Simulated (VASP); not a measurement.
Here is a VASP 6.6.1 calculation.

File INCAR:

```
SYSTEM = Ti
PREC = Accurate
ENCUT = 520
EDIFF = 1E-7
ISMEAR = -1
SIGMA = 0.05
LREAL = .False.
LASPH = .True.
NELM = 60
ALGO = Normal
ISIF = 2
LWAVE = .False.
LCHARG = .True.
GGA = PS
LELF = .True.
LVHAR = .True.
NBANDS = 25
```

KPOINTS

```
Automatic mesh
0
Gamma
  5 5 6
  0 0 0
```

POSCAR

```
Ti
1.0
    4.3444463164      0.0000000000      0.0000000000
   -2.1722231582      3.7624008754      0.0000000000
    0.0000000000      0.0000000000      2.7193154427
Ti
3
Direct
    0.0000000000      0.0000000000      0.0000000000
    0.3333333333      0.6666666667      0.5000000000
    0.6666666667      0.3333333333      0.5000000000
```

Potentials or basis: VASP PAW PBE potentials, release 64 (Ti_sv).

Run with:

```console
$ cat potpaw_PBE.64/Ti_sv/POTCAR > POTCAR
$ mpirun -np 1 vasp_std > vasp.out
```

Task: What does it give for the band gap on the k mesh?

Result: Zero (band 18 reaches 10.07 eV, above the bottom of band 19 at 9.69 eV).

Task: What does it give for the pressure?

Result: 14.5 GPa.

Caveat: the k points lie up to 0.39 Å⁻¹ apart; the PAW data sets were made with another functional, which shifts forces and pressure a little.
